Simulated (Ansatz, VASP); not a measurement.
One calculation of SrCl2, two programs

The input INCAR:

```
  PREC = Accurate
  ENCUT = 520
  EDIFF = 1E-7
  ISMEAR = 0
  SIGMA = 0.05
  LREAL = False
  LASPH = True
  NELM = 60
  ALGO = Normal
  ISIF = 2
  LWAVE = False
  LCHARG = False
  GGA = PE
  NBANDS = 19
```

The input KPOINTS:

```
regular mesh
0
Gamma
  6 6 6
```

POSCAR

```
SrCl2
1.0
   -0.1666393458      3.4042037775      3.4042037775
    3.4042037775     -0.1666393458      3.4042037775
    3.4042037775      3.4042037775     -0.1666393458
Sr Cl
1 2
Direct
    0.0000000000      0.0000000000      0.0000000000
    0.2500000000      0.2500000000      0.2500000000
    0.7500000000      0.7500000000      0.7500000000
```

Input for Ansatz:

```yaml
crystal:
  lattice:
    - [-0.1666393458, 3.4042037775, 3.4042037775]
    - [3.4042037775, -0.1666393458, 3.4042037775]
    - [3.4042037775, 3.4042037775, -0.1666393458]
  atoms:
    - { symbol: Sr, position: [0.0, 0.0, 0.0] }
    - { symbol: Cl, position: [0.25, 0.25, 0.25] }
    - { symbol: Cl, position: [0.75, 0.75, 0.75] }
basis:
  ecutwfc: 420
kpoints:
  mp_grid: { grid: [6, 6, 6] }
hamiltonian:
  xc: pbe
scf:
  occupations: { method: gaussian, width: 0.05 }
output:
  forces: true
  stress: true
  eigenvalues: true
  write_density: true
  write_potential: true
  elf: true
  volumetric_format: npy
```

Alike in both runs: task single point; functional PBE; k mesh 6 × 6 × 6; occupations gaussian, width 0.05 eV; no spin polarisation.

|  | VASP | Ansatz |
| --- | --- | --- |
| version | VASP 6.6.1 | Ansatz 0.2.0 |
| potentials or method | VASP PAW PBE potentials, release 64 (Sr_sv, Cl), cutoff 520 eV | scalar-relativistic, plane waves, PAW |
| valence electrons in the cell | 24 | 24 |

VASP gave:

- gap on the k mesh at the Fermi level (eV): 5.35
- least direct gap on the mesh (eV): 5.53
- pressure (GPa): 1.5
- traceless stress, the component that is largest in VASP (GPa): 1.01
- rms of the force components (eV/Å): 0.136

Task: Which values does Ansatz return?

Result: gap on the k mesh at the Fermi level (eV): 5.35; least direct gap on the mesh (eV): 5.53; pressure (GPa): 1.4; traceless stress, the component that is largest in VASP (GPa): 0.98; rms of the force components (eV/Å): 0.132.

Atom by atom the forces differ by 0.005 eV/Å (rms over components). With one functional, cell and mesh, what is left measures potentials, basis and numerics.
